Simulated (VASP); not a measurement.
Input of a VASP 6.6.1 run:

POSCAR

```
NbP
1.0
   -1.7077732268      1.7077732268      5.8526878982
    1.7077732268     -1.7077732268      5.8526878982
    1.7077732268      1.7077732268     -5.8526878982
Nb P
2 2
Direct
    0.2498808000      0.7498808000      0.5000000000
    0.4998808000      0.4998808000      0.0000000000
    0.8327477700      0.3327477700      0.5000000000
    0.0827477700      0.0827477700      0.0000000000
```

Contents of INCAR.step1:

```
SYSTEM = NbP
ALGO = Normal
EDIFF = 1E-4
ENCUT = 520
GGA = PE
ISMEAR = -1
LASPH = .TRUE.
LCHARG = .FALSE.
LREAL = .FALSE.
LWAVE = .TRUE.
NBANDS = 26
NELM = 80
PREC = Accurate
SIGMA = 0.05
```

File INCAR.step2:

```
SYSTEM = NbP
ALGO = Normal
EDIFF = 1E-6
ENCUT = 520
ISIF = 2
ISMEAR = -1
ISTART = 1
LASPH = .TRUE.
LCHARG = .FALSE.
LMIXTAU = .TRUE.
LREAL = .FALSE.
LWAVE = .FALSE.
METAGGA = R2SCAN
NBANDS = 26
NELM = 80
PREC = Accurate
SIGMA = 0.05
```

Contents of KPOINTS:

```
k-points
0
G
  11 11 11
  0 0 0
```

Potentials or basis: VASP PAW PBE potentials, release 64 (Nb_sv, P).

The run is started by

```sh
$ cat potpaw_PBE.64/Nb_sv/POTCAR potpaw_PBE.64/P/POTCAR > POTCAR
$ cp INCAR.step1 INCAR
$ mpirun -np 1 vasp_std > vasp.out
$ cp INCAR.step2 INCAR
$ mpirun -np 1 vasp_std > vasp.out
```

(1) Estimate the pressure.

(2) What does it give for the band gap on the k mesh?

(3) What does it give for the largest force?

Results:

(1) -11.7 GPa.

(2) zero (bands 18 and 19 overlap by 0.02 eV).

(3) 0.021 eV/Å.

Caveat: the cell stands under tension; the PAW data sets were made with another functional, which shifts forces and pressure a little.
